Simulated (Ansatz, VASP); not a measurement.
**Two plane-wave programs on AlFe2**

```
CELL_PARAMETERS angstrom
0.00000 3.35132 3.35132
3.35132 0.00000 3.35132
3.35132 3.35132 0.00000
ATOMIC_POSITIONS crystal
Al 0.25000 0.25000 0.25000
Al 0.00000 0.00000 0.00000
Fe 0.62500 0.12500 0.62500
Fe 0.62500 0.62500 0.12500
Fe 0.12500 0.62500 0.62500
Fe 0.62500 0.62500 0.62500
```

Alike in both runs: task single point; functional PBEsol; k mesh 10 × 10 × 10; occupations gaussian, width 0.1 eV; no spin polarisation.

|  | VASP | Ansatz |
| --- | --- | --- |
| version | VASP 6.6.1 | Ansatz 0.2.0 |
| potentials or method | VASP PAW PBE potentials, release 64 (Al, Fe), cutoff 520 eV | scalar-relativistic, plane waves, PAW |
| valence electrons in the cell | 38 | 70 |

|  | VASP | Ansatz | Ansatz less VASP |
| --- | --- | --- | --- |
| gap on the k mesh at the Fermi level (eV) | none | none | - |
| pressure (GPa) | -16.7 | -16.7 | +0.05 |

VASP's potentials were made for PBE, not for PBEsol. A gap of «none» marks a metal or a gap that the smearing closes. VASP's potentials hold 38 valence electrons a cell and Ansatz's 70, so a difference there can come from the potentials and not from the codes.
